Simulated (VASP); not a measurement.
A run of VASP 6.6.1 is set up as follows.

File INCAR:

```
PREC = Accurate
ENCUT = 520
EDIFF = 1E-7
ISMEAR = 0
SIGMA = 0.1
LREAL = False
LASPH = True
NELM = 100
ALGO = Normal
ISIF = 2
LWAVE = False
LCHARG = False
GGA = PE
NBANDS = 16
```

KPOINTS

```
Automatic mesh
0
Gamma
  9 9 8
```

POSCAR

```
NbTe
1.0
    3.8455341309      0.0000000000      0.0000000000
   -1.9227670654      3.3303307121      0.0000000000
    0.0000000000      0.0000000000      3.8364337657
Nb Te
1 1
Direct
    0.0000000000      0.0000000000      0.5000000000
    0.6666666667      0.3333333333      0.0000000000
```

Potentials or basis: VASP PAW PBE potentials, release 64 (Nb_sv, Te).

Command:

```console
$ cat potpaw_PBE.64/Nb_sv/POTCAR potpaw_PBE.64/Te/POTCAR > POTCAR
$ mpirun -np 1 vasp_std > vasp.out
```

Question: Estimate the band gap on the k mesh.

Answer: Zero (an odd number of electrons rules out a gap without spin polarisation).

Question: Predict the pressure.

Answer: -11.0 GPa.

Stress tensor (GPa, compression positive):
```
-10.25   0.00   0.00
  0.00 -10.25   0.00
  0.00   0.00 -12.64
```

Caveat: the cell stands under tension; spin-orbit coupling is left out, which moves the levels of the heavy elements.
